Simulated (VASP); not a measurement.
A run of VASP 6.6.1:

Contents of INCAR:

```
SYSTEM = CsI
ALGO = Normal ; EDIFF = 1E-6
ENCUT = 500 ; GGA = PS
GGA_COMPAT = .False. ; ISIF = 2
ISMEAR = 0 ; LASPH = .True.
LCHARG = .False. ; LREAL = .False.
LWAVE = .False. ; NBANDS = 15
NELM = 120 ; PREC = Accurate
SIGMA = 0.05
```

The input KPOINTS:

```
k-points
0
Gamma
  8 8 8
  0 0 0
```

POSCAR

```
CsI
1.0
    4.6654673611      0.0000000000      0.0000000000
    0.0000000000      4.6654673611      0.0000000000
    0.0000000000      0.0000000000      4.6654673611
Cs I
1 1
Direct
    0.0000000000      0.0000000000      0.0000000000
    0.5000000000      0.5000000000      0.5000000000
```

Potentials or basis: VASP PAW PBE potentials, release 64 (Cs_sv, I).

Command:

```console
$ cat potpaw_PBE.64/Cs_sv/POTCAR potpaw_PBE.64/I/POTCAR > POTCAR
$ mpirun -np 1 vasp_std > vasp.out
```

Hardware: 1 thread of Intel Xeon 8259CL, on a shared host.

How long does it take, and how much memory?

Run time: 58 s on 1 thread of Intel Xeon 8259CL, with other jobs on the host, peak memory 0.23 GiB. Counts: scf iterations 13, k points 35.
